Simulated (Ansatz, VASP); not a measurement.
## One calculation of TiI, two programs

```
Ti I
1.0
     4.56402    0.00000    0.00000
     0.00000    3.54305    0.00000
     0.00000    0.00000    6.29277
Ti I
2 2
Direct
  0.75000 0.00000 0.62256
  0.25000 0.00000 0.37744
  0.75000 0.50000 0.26076
  0.25000 0.50000 0.73924
```

Alike in both runs: functional PBE; k mesh 10 × 14 × 8; occupations gaussian, width 0.1 eV; no spin polarisation.

Ansatz relaxed the structure, and its values are those at the end. VASP's run is a single point on that final structure, the one shown.

|  | VASP | Ansatz |
| --- | --- | --- |
| version | VASP 6.6.1 | Ansatz 0.2.0 |
| potentials or method | VASP PAW PBE potentials, release 64 (Ti_sv, I), cutoff 520 eV | scalar-relativistic, plane waves, PAW |
| valence electrons in the cell | 38 | 58 |

|  | VASP | Ansatz | Ansatz less VASP |
| --- | --- | --- | --- |
| gap on the k mesh at the Fermi level (eV) | none | none | - |
| pressure (GPa) | 0.0 | 0.0 | +0.02 |
| rms of the force components (eV/Å) | 0.004 | 0.002 | -0.0022 |

A gap of «none» marks a metal or a gap that the smearing closes. The functional is the same, so the differences come from potentials, cutoffs and numerics. VASP's potentials hold 38 valence electrons a cell and Ansatz's 58, so a difference there can come from the potentials and not from the codes.

Spin-orbit coupling is off throughout.
